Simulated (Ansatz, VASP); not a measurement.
# CoSn: VASP beside Ansatz

```
Co Sn
1.0
     5.17352    0.00000    0.00000
    -2.58676    4.48040    0.00000
     0.00000    0.00000    4.12332
Co Sn
3 3
Direct
  0.00000 0.50000 0.00000
  0.50000 0.50000 0.00000
  0.50000 0.00000 0.00000
  0.66667 0.33333 0.50000
  0.33333 0.66667 0.50000
  0.00000 0.00000 0.00000
```

Alike in both runs: functional LDA; k mesh 12 × 12 × 8; occupations gaussian, width 0.1 eV; no spin polarisation.

Ansatz relaxed the structure, and its values are those at the end. VASP's run is a single point on that final structure, the one shown.

```csv
,VASP,Ansatz
version,VASP 6.6.1,Ansatz 0.2.0
potentials or method,"VASP PAW LDA potentials, release 64 (Co, Sn_d), cutoff 520 eV","scalar-relativistic, plane waves, PAW"
valence electrons in the cell,69,93
```

Ansatz gave:

- gap on the k mesh at the Fermi level (eV): none
- pressure (GPa): 0.0

Task: Estimate VASP's values.

Result: gap on the k mesh at the Fermi level (eV): none; pressure (GPa): 0.1.

LDA's correlation is that of Perdew and Zunger in VASP and of Perdew and Wang (1992) in Ansatz. A gap of «none» marks a metal or a gap that the smearing closes. VASP's potentials hold 69 valence electrons a cell and Ansatz's 93, so a difference there can come from the potentials and not from the codes.
